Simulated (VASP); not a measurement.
The system is HgTe.

```
CELL_PARAMETERS angstrom
0.00000 3.28920 3.28920
3.23624 0.00000 3.28920
3.23624 3.28920 0.00000
ATOMIC_POSITIONS crystal
Hg 0.00000 0.00000 0.00000
Te 0.25000 0.25000 0.25000
```

This cell differs from its parent crystal: uniaxial x strain -1.6%.

Base run:

| Item | Value |
| --- | --- |
| Program | VASP 6.6.1 |
| Functional | PBE |
| Potentials or basis | VASP PAW PBE potentials, release 64 (Hg, Te) |
| Cutoff | 520 eV |
| k mesh | 6 × 6 × 6 |
| Occupations | fermi-dirac, width 0.02 eV |
| Spin | no spin polarisation |

Its results: band gap on the k mesh 0.05 eV; pressure 2.0 GPa.

Problem. The run is repeated on the same cell with these changes: functional from PBE to r2SCAN. What comes out?

Solution. Band gap on the k mesh 0.05 eV; pressure 0.7 GPa.

Caveats: spin-orbit coupling is left out, which moves the levels of the heavy elements; the PAW data sets were made with another functional, which shifts forces and pressure a little (at least some runs).

